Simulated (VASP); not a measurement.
## Cu: single point with r2SCAN

The system is Cu.

```
Cu
1.0
     0.00000    1.82352    1.82352
     1.82352    0.00000    1.82352
     1.82352    1.82352    0.00000
Cu
1
Direct
  0.00000 0.00000 0.00000
```

This cell differs from its parent crystal: volume scaled by 1.06.

```json
{"Program": "VASP 6.6.1", "Task": "single point", "Functional": "r2SCAN", "Potentials or basis": "VASP PAW PBE potentials, release 64 (Cu)", "Cutoff": "520 eV", "k mesh": "20 × 20 × 20", "Occupations": "gaussian, width 0.1 eV", "Spin": "no spin polarisation", "Dipole correction": "no", "Further INCAR settings": "ALGO = Normal; EDIFF = 1e-06; NBANDS = 12"}
```

The pressure is -7.6 GPa.

Levels at points of the mesh, in eV from the Fermi level:
```csv
k point,band 2,band 3,band 4,band 5,band 6,band 7,band 8,band 9,band 10,band 11
"(0.00, 0.00, 0.00)",-3.02,-3.02,-3.02,-2.24,-2.24,23.19,26.01,26.01,26.02,28.38
"(0.50, 0.00, 0.00)",-3.06,-3.06,-1.67,-1.67,-0.93,3.87,21.72,22.75,22.75,25.70
"(0.50, 0.50, 0.00)",-4.41,-1.71,-1.53,-1.53,1.64,7.28,13.58,13.58,17.87,20.73
```

Run time: 57 s on 1 thread of Intel(R) Xeon(R) 6975P-C (Granite Rapids), with other jobs on the host, peak memory 0.15 GiB.

Caveat: the PAW data sets were made with another functional, which shifts forces and pressure a little.
